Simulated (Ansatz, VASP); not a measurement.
**SnPb3S4: VASP beside Ansatz**

```
Sn Pb S
1.0
    -4.24898    0.00016   -4.25249
    -4.24892    0.00125    4.25242
     4.24792    5.98958    0.00085
Sn Pb S
1 3 4
Cartesian
  -4.2495 0.0804 -0.1462
  -2.1320 2.9974 2.0769
  -2.1181 2.9964 -2.1759
  -0.0014 6.0518 4.1932
  -6.2312 0.0427 -1.9926
  0.0004 2.9054 -0.0067
  -2.2670 0.0418 -1.9917
  -4.2489 2.8586 0.0387
```

Change from the starting cell: cell x1, atoms moved at random (sigma 0.1 Å) and cell strained at random (1.5 %), then relaxed without symmetry.

Alike in both runs: functional PBE; k mesh 4 × 4 × 4; occupations gaussian, width 0.2 eV; no spin polarisation.

Ansatz relaxed the structure, and its values are those at the end. VASP's run is a single point on that final structure, the one shown.

|  | VASP | Ansatz |
| --- | --- | --- |
| version | VASP 6.6.1 | Ansatz 0.2.0 |
| potentials or method | VASP PAW PBE potentials, release 64 (Sn_d, Pb_d, S), cutoff 520 eV | scalar-relativistic, plane waves, PAW |
| valence electrons in the cell | 80 | 80 |

|  | VASP | Ansatz | Ansatz less VASP |
| --- | --- | --- | --- |
| gap on the k mesh at the Fermi level (eV) | 0.22 | 0.22 | +0.002 |
| least direct gap on the mesh (eV) | 0.28 | 0.28 | +0.004 |
| pressure (GPa) | -0.1 | 0.0 | +0.06 |
| rms of the force components (eV/Å) | 0.004 | 0.003 | -0.0002 |

Neither program's run includes spin-orbit coupling.
